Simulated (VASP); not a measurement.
Write the native input for VASP 6.6.1 that does the following.

```
Task                   : single point
Functional             : PBE
Potentials or basis    : VASP PAW PBE potentials, release 64 (Hf_pv)
Cutoff                 : 520 eV
k mesh                 : 12 × 12 × 7
Occupations            : gaussian, width 0.1 eV
Spin                   : no spin polarisation
Dipole correction      : no
Further INCAR settings : ALGO = Normal; EDIFF = 1e-06; NBANDS = 17
```

The structure of Hf lies in POSCAR:

```
Hf
1.0
    3.2047645027      0.0000000000      0.0000000000
   -1.6023822513      2.7754074724      0.0000000000
    0.0000000000      0.0000000000      5.0675772818
Hf
2
Direct
    0.3333333333      0.6666666667      0.7500000000
    0.6666666667      0.3333333333      0.2500000000
```

The input as run:

INCAR

```
SYSTEM = Hf
ALGO = Normal
EDIFF = 1E-6
ENCUT = 520
GGA = PE
ISIF = 2
ISMEAR = 0
LASPH = .True.
LCHARG = .False.
LREAL = .False.
LWAVE = .False.
NBANDS = 17
NELM = 80
PREC = Accurate
SIGMA = 0.1
```

KPOINTS

```
k-points
0
Gamma
  12 12 7
  0 0 0
```

Potentials or basis: VASP PAW PBE potentials, release 64 (Hf_pv).

Launch:

```console
$ cat potpaw_PBE.64/Hf_pv/POTCAR > POTCAR
$ mpirun -np 1 vasp_std > vasp.out
```

Results of the run:

```json
{"Pressure": "-0.4 GPa", "Band gap on the k mesh": "zero (bands 10 and 11 overlap by 1.50 eV)"}
```

Caveat: spin-orbit coupling is left out, which moves the levels of the heavy elements.

Wall time 26 s on 1 thread of Intel(R) Xeon(R) Platinum 8488C (Sapphire Rapids) (shared host), peak memory 0.19 GiB.
